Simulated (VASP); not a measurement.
Crystal: SiO2 (Stishovite).

```
CELL_PARAMETERS angstrom
4.17730 0.00000 0.00000
0.00000 4.17730 0.00000
0.00000 0.00000 2.66520
ATOMIC_POSITIONS crystal
Si 0.00000 0.00000 0.00000
Si 0.50000 0.50000 0.50000
O 0.30590 0.30590 0.00000
O 0.19410 0.80590 0.50000
O 0.69410 0.69410 0.00000
O 0.80590 0.19410 0.50000
```

Base run:

```yaml
Program: VASP 6.6.1
Functional: PBEsol
Potentials_or_basis: VASP PAW PBE potentials, release 64 (Si, O)
Cutoff: 520 eV
k_mesh: 4 × 4 × 6
Occupations: gaussian, width 0.01 eV
Spin: no spin polarisation
```

Its results: band gap on the k mesh 5.59 eV, direct; pressure 5.0 GPa; largest force 0.090 eV/Å.

Question: After a change of settings the same cell gave: band gap on the k mesh 5.69 eV, direct; pressure 15.1 GPa; largest force 0.125 eV/Å. Which change was it?
A. functional from PBEsol to BLYP
B. functional from PBEsol to LDA; potentials or basis from VASP PAW PBE potentials, release 64 (Si, O) to VASP PAW LDA potentials, release 64 (Si, O)
C. functional from PBEsol to PBE; further incar settings from ALGO = Normal; EDIFF = 1e-06; NBANDS = 25 to ALGO = Normal; EDIFF = 1e-07; NBANDS = 25
D. functional from PBEsol to revPBE

Answer: D.

revPBE binds less tightly than PBEsol, so the same cell stands under more pressure.

Caveats: the PAW data sets were made with another functional, which shifts forces and pressure a little.
